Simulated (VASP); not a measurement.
Input of a VASP 6.6.1 run:

The input POSCAR:

```
CdS
1.0
    2.9165000000      2.9165000000      0.0000000000
   -2.9165000000      2.9165000000      0.0000000000
    0.0000000000      2.9165000000      2.9165000000
Cd S
1 1
Direct
    0.0000000000      0.0000000000      0.0000000000
    0.7500000000      0.2500000000      0.5000000000
```

The input INCAR.step1:

```
SYSTEM = CdS
PREC = Accurate ; ENCUT = 600
ISMEAR = -1 ; SIGMA = 0.08
LREAL = .FALSE. ; LASPH = .TRUE.
NELM = 60 ; GGA = PE
ALGO = Normal ; EDIFF = 1E-4
LWAVE = .TRUE. ; LCHARG = .FALSE.
```

File INCAR.step2:

```
SYSTEM = CdS
PREC = Accurate ; ENCUT = 600
EDIFF = 1E-6 ; ISMEAR = -1
SIGMA = 0.08 ; LREAL = .FALSE.
LASPH = .TRUE. ; NELM = 60
ALGO = Normal ; ISIF = 3
LWAVE = .FALSE. ; LCHARG = .FALSE.
METAGGA = R2SCAN ; LMIXTAU = .TRUE.
IBRION = 2 ; NSW = 100
EDIFFG = -0.002 ; ISTART = 1
```

File KPOINTS:

```
regular mesh
0
G
  12 12 12
  0 0 0
```

Potentials or basis: VASP PAW PBE potentials, release 64 (Cd, S).

Launch:

```console
$ cat potpaw_PBE.64/Cd/POTCAR potpaw_PBE.64/S/POTCAR > POTCAR
$ cp INCAR.step1 INCAR
$ mpirun -np 1 vasp_std > vasp.out
$ cp INCAR.step2 INCAR
$ mpirun -np 1 vasp_std > vasp.out
```

Question: What does it give for the space group after relaxing (to 0.05 Å)?

Answer: F-43m (No. 216).

Question: Predict the band gap on the k mesh.

Answer: 1.53 eV, direct.

Question: What does it give for the relaxed cell?

Answer: a = 4.162 Å, b = 4.162 Å, c = 4.162 Å, α = 60.00°, β = 60.00°, γ = 90.00°.

Question: Estimate the relaxed volume.

Answer: 25.49 Å³/atom.

Final structure:
```yaml
crystal:
  lattice:
    - [2.94311, 2.94311, 0.00000]
    - [-2.94311, 2.94311, 0.00000]
    - [0.00000, 2.94311, 2.94311]
  atoms:
    - { symbol: Cd, position: [0.00000, 0.00000, 0.00000] }
    - { symbol: S, position: [0.75000, 0.25000, 0.50000] }
```

Caveat: the PAW data sets were made with another functional, which shifts forces and pressure a little. r2SCAN opens gaps a little over a GGA but as a rule still falls short of measured ones.
